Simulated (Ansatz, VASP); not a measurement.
## Two plane-wave programs on MnSb

```xyz
4
Lattice="4.1500 0.0000 0.0000 -2.0750 3.5940 0.0000 0.0000 0.0000 5.7800" Properties=species:S:1:pos:R:3 pbc="T T T"
Sb    2.0750    1.1980    4.3350
Sb    0.0000    2.3960    1.4450
Mn    0.0000    0.0000    2.8900
Mn    0.0000    0.0000    0.0000
```

Alike in both runs: functional revPBE; k mesh 7 × 7 × 5; occupations fermi-dirac, width 0.05 eV; collinear spin.

|  | VASP | Ansatz |
| --- | --- | --- |
| version | VASP 6.6.1 | Ansatz 0.2.0 |
| potentials or method | VASP PAW PBE potentials, release 64 (Sb, Mn_pv) | Ansatz PAW |
| plane-wave cutoff (eV) | 520 | 420 |
| valence electrons in the cell | 36 | 60 |
| task | single point | band structure |

Ansatz gave:

```
gap on the k mesh at the Fermi level (eV)                     : none
pressure (GPa)                                                : -1.1
traceless stress, the component that is largest in VASP (GPa) : -0.64
net moment per atom (μB)                                      : 1.70
size of the moment on the site where the two differ most (μB) : 3.48
```

Q: Estimate VASP's values.

A: gap on the k mesh at the Fermi level (eV): none; pressure (GPa): -1.2; traceless stress, the component that is largest in VASP (GPa): -0.63; net moment per atom (μB): 1.69; size of the moment on the site where the two differ most (μB): 3.44.

VASP's potentials were made for PBE, not for revPBE. Site moments also hang on the region over which each program counts them. A gap of «none» marks a metal or a gap that the smearing closes. With one functional, cell and mesh, what is left measures potentials, basis and numerics. VASP's potentials hold 36 valence electrons a cell and Ansatz's 60, so a difference there can come from the potentials and not from the codes.

Spin-orbit coupling is off throughout.
